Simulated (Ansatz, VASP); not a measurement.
# Mg: VASP beside Ansatz

File INCAR:

```
ALGO = Normal
EDIFF = 1E-8
ENCUT = 520
GGA = PE
ISIF = 2
ISMEAR = -1
LASPH = True
LCHARG = False
LEFG = True
LREAL = False
LWAVE = False
NBANDS = 9
NELM = 80
PREC = Accurate
SIGMA = 0.08
```

KPOINTS

```
k-points
0
Gamma
  12 12 7
```

Contents of POSCAR:

```
Mg
1.0
    3.2092715325      0.0320927153      0.0320927153
   -1.5768426594      2.7632643171      0.0117467491
    0.0521033000      0.0521033000      5.2103300000
Mg
2
Direct
    0.3333333333      0.6666666667      0.2500000000
    0.6666666667      0.3333333333      0.7500000000
```

Input for Ansatz:

```yaml
crystal:
  lattice:
    - [3.2092715325, 0.0320927153, 0.0320927153]
    - [-1.5768426594, 2.7632643171, 0.0117467491]
    - [0.0521033, 0.0521033, 5.21033]
  atoms:
    - { symbol: Mg, position: [0.3333333333, 0.6666666667, 0.25] }
    - { symbol: Mg, position: [0.6666666667, 0.3333333333, 0.75] }
kpoints:
  mp_grid: { grid: [12, 12, 7] }
scf:
  occupations: { method: fermi_dirac, width: 0.08 }
hamiltonian:
  xc: pbe
  pseudopotentials: { kind: paw }
output:
  forces: true
  stress: true
  eigenvalues: true
  efg: { contact_densities: true }
```

Change from the starting cell: equal xy, yz and zx shear strains of +2 %, PAW files.

Alike in both runs: task electric field gradients; functional PBE; k mesh 12 × 12 × 7; occupations fermi-dirac, width 0.08 eV; no spin polarisation.

```csv
,VASP,Ansatz
version,VASP 6.6.1,Ansatz 0.2.0
potentials or method,"VASP PAW PBE potentials, release 64 (Mg)","PAW with Ansatz's default frozen-core files, scalar-relativistic"
plane-wave cutoff (eV),520,420
valence electrons in the cell,4,20
```

Ansatz gave:

| Quantity | Value |
| --- | --- |
| pressure (GPa) | -0.4 |
| traceless stress, the component that is largest in VASP (GPa) | -0.44 |
| rms of the force components (eV/Å) | 0.007 |
| size of Vzz on the site where it differs most (V/Å²) | 1.3 |

Problem. Which values does VASP return?

Solution. Pressure (GPa): -0.5; traceless stress, the component that is largest in VASP (GPa): -0.44; rms of the force components (eV/Å): 0.007; size of Vzz on the site where it differs most (V/Å²): 1.3.

Atom by atom the forces differ by 0.000 eV/Å (rms over components). The functional is the same, so the differences come from potentials, cutoffs and numerics. VASP's potentials hold 4 valence electrons a cell and Ansatz's 20, so a difference there can come from the potentials and not from the codes.
